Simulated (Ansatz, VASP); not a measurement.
# ZnS, level by level in two programs

```
CELL_PARAMETERS angstrom
0.00000 2.70200 2.70200
2.70200 0.00000 2.70200
2.70200 2.70200 0.00000
ATOMIC_POSITIONS crystal
Zn 0.75000 0.75000 0.75000
S 0.00000 0.00000 0.00000
```

Single points on this cell with VASP 6.6.1 and Ansatz 0.2.0. Each row is one pair of runs. Alike in all rows: spin: off; VASP's potentials, cutoff: VASP PAW PBE potentials, release 64 (Zn, S), 520 eV.

| level | k mesh | smearing | Ansatz's potentials, cutoff | gap on the k mesh at the Fermi level (eV), VASP | gap on the k mesh at the Fermi level (eV), Ansatz | least direct gap on the mesh (eV), VASP | least direct gap on the mesh (eV), Ansatz | pressure (GPa), VASP | pressure (GPa), Ansatz |
| --- | --- | --- | --- | --- | --- | --- | --- | --- | --- |
| PBE | 15 × 15 × 15 | fermi-dirac, width 0.05 eV | Ansatz PAW, 420 eV | 2.11 | 2.11 | 2.11 | 2.11 | 1.8 | 1.6 |
| r2SCAN | 9 × 9 × 9 | fermi-dirac, width 0.05 eV | Ansatz PAW, 500 eV | ? | 2.66 | ? | 2.66 | ? | -0.6 |
| r2SCAN+D3(BJ) | 9 × 9 × 9 | fermi-dirac, width 0.05 eV | Ansatz PAW, 500 eV | 2.67 | 2.66 | 2.67 | 2.66 | -1.8 | -1.8 |
| PBE | 9 × 9 × 9 | gaussian, width 0.014 eV | Ansatz PAW, 420 eV | 2.11 | 2.11 | 2.11 | 2.11 | 1.8 | 1.6 |
| BLYP+D3(BJ) | 9 × 9 × 9 | fermi-dirac, width 0.05 eV | Ansatz PAW, 420 eV | 2.13 | 2.09 | 2.13 | 2.09 | -0.7 | -0.8 |
| PBE | 9 × 9 × 9 | gaussian, width 0.03 eV | Ansatz PAW, 420 eV | 2.11 | 2.11 | 2.11 | 2.11 | 1.8 | 1.6 |
| PBE-based screened hybrid | 5 × 5 × 5 | fermi-dirac, width 0.05 eV | Ansatz PAW, 420 eV | 4.65 | 4.67 | 4.65 | 4.67 | 0.3 | 0.5 |
| PBE | 12 × 12 × 12 | fermi-dirac, width 0.05 eV | Ansatz PAW, 420 eV | 2.11 | 2.11 | 2.11 | 2.11 | 1.8 | 1.6 |

Task: Fill in what VASP gave in row 2.

Result: gap on the k mesh at the Fermi level (eV): 2.67; least direct gap on the mesh (eV): 2.67; pressure (GPa): -0.6.

Noted on Ansatz's runs: odd divisions of the mesh miss points on the zone boundary, where band edges often lie, so the gap on the mesh can be too wide.
